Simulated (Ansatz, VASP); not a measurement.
# AlSn: VASP beside Ansatz

```xyz
6
Lattice="9.4315 0.0000 0.0000 -4.7157 8.1679 0.0000 0.0000 0.0000 2.8611" Properties=species:S:1:pos:R:3 pbc="T T T"
Al    0.0000    0.0000    0.0000
Al    0.0000    5.4453    0.0000
Al    4.7157    2.7226    0.0000
Sn    4.7157    0.0000    0.0000
Sn   -2.3579    4.0840    0.0000
Sn    2.3579    4.0840    0.0000
```

Alike in both runs: functional PBE; k mesh 3 × 3 × 4; occupations gaussian, width 0.1 eV; no spin polarisation.

Ansatz relaxed the structure, and its values are those at the end. VASP's run is a single point on that final structure, the one shown.

|  | VASP | Ansatz |
| --- | --- | --- |
| version | VASP 6.6.1 | Ansatz 0.2.0 |
| potentials or method | VASP PAW PBE potentials, release 64 (Al, Sn_d), cutoff 520 eV | scalar-relativistic, plane waves, PAW |
| valence electrons in the cell | 51 | 51 |

```tsv
	VASP	Ansatz	Ansatz less VASP
gap on the k mesh at the Fermi level (eV)	none	none	-
pressure (GPa)	0.0	0.1	+0.05
```

A gap of «none» marks a metal or a gap that the smearing closes. The functional is the same, so the differences come from potentials, cutoffs and numerics.

The k mesh is coarse, so the values compare programs but aren't converged.
